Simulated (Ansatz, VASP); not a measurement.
# One calculation of GaN, two programs

The input INCAR:

```
PREC = Accurate
ENCUT = 520
EDIFF = 1E-6
ISMEAR = 0
SIGMA = 0.01
LREAL = F
LASPH = T
NELM = 100
ALGO = Normal
ISIF = 2
LWAVE = F
LCHARG = F
GGA = CA
NBANDS = 16
```

KPOINTS

```
regular mesh
0
Gamma
  10 10 10
```

POSCAR

```
GaN
1.0
    2.2206567818      2.2206567818      0.0000000000
   -2.2206567818      2.2206567818      0.0000000000
    0.0000000000      2.2206567818      2.2206567818
Ga N
1 1
Direct
    0.0000000000      0.0000000000      0.0000000000
    0.2500000000      0.7500000000      0.5000000000
```

Input for Ansatz:

```yaml
crystal:
  lattice:
    - [2.2206567818, 2.2206567818, 0.0]
    - [-2.2206567818, 2.2206567818, 0.0]
    - [0.0, 2.2206567818, 2.2206567818]
  atoms:
    - { symbol: Ga, position: [0.0, 0.0, 0.0] }
    - { symbol: "N", position: [0.25, 0.75, 0.5] }
kpoints:
  mp_grid: { grid: [10, 10, 10] }
scf:
  occupations: { method: fixed }
  convergence: { dr2_threshold: 1.0e-10 }
hamiltonian:
  xc: lda
  pseudopotentials: { kind: all_electron, lapw: { basis_error: 0.0005 } }
output:
  forces: true
  stress: true
  eigenstates:
    kpoints:
      - [0.0, 0.0, 0.0]
      - [-0.5, -0.5, -0.5]
      - [-0.5, 0.5, 0.0]
      - [0.0, 0.0, -0.5]
      - [0.0, -0.5, -0.5]
      - [0.0, 0.5, 0.0]
      - [-0.5, 0.0, 0.0]
      - [-0.5, 0.0, -0.5]
  eigenvalues: true
```

Alike in both runs: task single point; functional LDA; k mesh 10 × 10 × 10; no spin polarisation.

|  | VASP | Ansatz |
| --- | --- | --- |
| version | VASP 6.6.1 | Ansatz 0.2.0 |
| potentials or method | VASP PAW LDA potentials, release 64 (Ga_d, N), cutoff 520 eV | all-electron LAPW, scalar-relativistic |
| occupations | gaussian, width 0.01 eV | fixed |

VASP gave:

```
gap on the k mesh at the Fermi level (eV) : 2.03
pressure (GPa)                            : 3.1
```

Question: Estimate Ansatz's values.

Answer: gap on the k mesh at the Fermi level (eV): 2.02; pressure (GPa): 2.2.

LDA's correlation is that of Perdew and Zunger in VASP and of Perdew and Wang (1992) in Ansatz. Ansatz ran all-electron here, and VASP with PAW potentials.
